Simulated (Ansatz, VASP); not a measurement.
# One calculation of C, two programs

The input POSCAR:

```
C
1.0
    2.6353316695      0.0000000000      0.0000000000
   -1.3176658347      2.2822641731      0.0000000000
    0.0000000000      0.0000000000      8.4873327404
C
8
Direct
    0.0000000000      0.0000000000      0.0929334757
    0.0000000000      0.0000000000      0.5929334757
    0.0000000000      0.0000000000      0.4070665243
    0.0000000000      0.0000000000      0.9070665243
    0.3333333333      0.6666666667      0.1554962089
    0.6666666667      0.3333333333      0.6554962089
    0.3333333333      0.6666666667      0.3445037911
    0.6666666667      0.3333333333      0.8445037911
```

INCAR.step1

```
SYSTEM = C
PREC     = Accurate       ! precision mode
ENCUT    = 520            ! plane-wave cutoff, eV
ISMEAR   = 0              ! smearing method
SIGMA    = 0.05           ! smearing width, eV
LREAL    = .FALSE.        ! projectors in reciprocal space
LASPH    = .TRUE.         ! aspherical terms in the spheres
NELM     = 100            ! most SCF steps
NBANDS   = 26             ! bands
GGA      = PE             ! functional
ALGO     = Normal         ! electronic algorithm
EDIFF    = 1E-4           ! SCF threshold, eV
LWAVE    = .TRUE.         ! write WAVECAR
LCHARG   = .FALSE.        ! write CHGCAR
```

INCAR.step2

```
SYSTEM = C
PREC     = Accurate       ! precision mode
ENCUT    = 520            ! plane-wave cutoff, eV
EDIFF    = 1E-6           ! SCF threshold, eV
ISMEAR   = 0              ! smearing method
SIGMA    = 0.05           ! smearing width, eV
LREAL    = .FALSE.        ! projectors in reciprocal space
LASPH    = .TRUE.         ! aspherical terms in the spheres
NELM     = 100            ! most SCF steps
ALGO     = Normal         ! electronic algorithm
ISIF     = 2              ! what is computed and relaxed
LWAVE    = .FALSE.        ! write WAVECAR
LCHARG   = .TRUE.         ! write CHGCAR
METAGGA  = R2SCAN         ! meta-GGA
LMIXTAU  = .TRUE.       
LELF     = .TRUE.         ! ELF
LVHAR    = .TRUE.       
NBANDS   = 26             ! bands
ISTART   = 1
```

Contents of KPOINTS:

```
regular mesh
0
G
  12 12 4
  0 0 0
```

Input for Ansatz:

```yaml
crystal:
  lattice:
    - [2.6353316695, 0.0, 0.0]
    - [-1.3176658347, 2.2822641731, 0.0]
    - [0.0, 0.0, 8.4873327404]
  atoms:
    - { symbol: C, position: [0.0, 0.0, 0.0929334757] }
    - { symbol: C, position: [0.0, 0.0, 0.5929334757] }
    - { symbol: C, position: [0.0, 0.0, 0.4070665243] }
    - { symbol: C, position: [0.0, 0.0, 0.9070665243] }
    - { symbol: C, position: [0.3333333333, 0.6666666667, 0.1554962089] }
    - { symbol: C, position: [0.6666666667, 0.3333333333, 0.6554962089] }
    - { symbol: C, position: [0.3333333333, 0.6666666667, 0.3445037911] }
    - { symbol: C, position: [0.6666666667, 0.3333333333, 0.8445037911] }
basis:
  ecutwfc: 500
kpoints:
  mp_grid: { grid: [12, 12, 4] }
hamiltonian:
  xc: r2scan
scf:
  occupations: { method: gaussian, width: 0.05 }
output:
  forces: true
  stress: true
  eigenvalues: true
  write_density: true
  write_potential: true
  elf: true
  volumetric_format: npy
```

Change from the starting cell: strain +0.050 along x and y, +0.025 along z, atoms carried along.

Alike in both runs: task single point; functional r2SCAN; k mesh 12 × 12 × 4; occupations gaussian, width 0.05 eV; no spin polarisation.

```csv
,VASP,Ansatz
version,VASP 6.6.1,Ansatz 0.2.0
potentials or method,"VASP PAW PBE potentials, release 64 (C), cutoff 520 eV","scalar-relativistic, plane waves, PAW"
valence electrons in the cell,32,32
```

|  | VASP | Ansatz | Ansatz less VASP |
| --- | --- | --- | --- |
| gap on the k mesh at the Fermi level (eV) | 4.19 | 4.21 | +0.019 |
| least direct gap on the mesh (eV) | 5.00 | 5.04 | +0.036 |
| pressure (GPa) | -43.0 | -43.7 | -0.68 |
| traceless stress, the component that is largest in VASP (GPa) | 15.08 | 15.01 | -0.070 |
| rms of the force components (eV/Å) | 0.031 | 0.034 | +0.0027 |

VASP's potentials were made for PBE, not for r2SCAN. Atom by atom the forces differ by 0.003 eV/Å (rms over components). Both programs put the cell under strong tension, so it lies far from rest at this level.

Noted on VASP's run: the cell as given lies far from equilibrium.
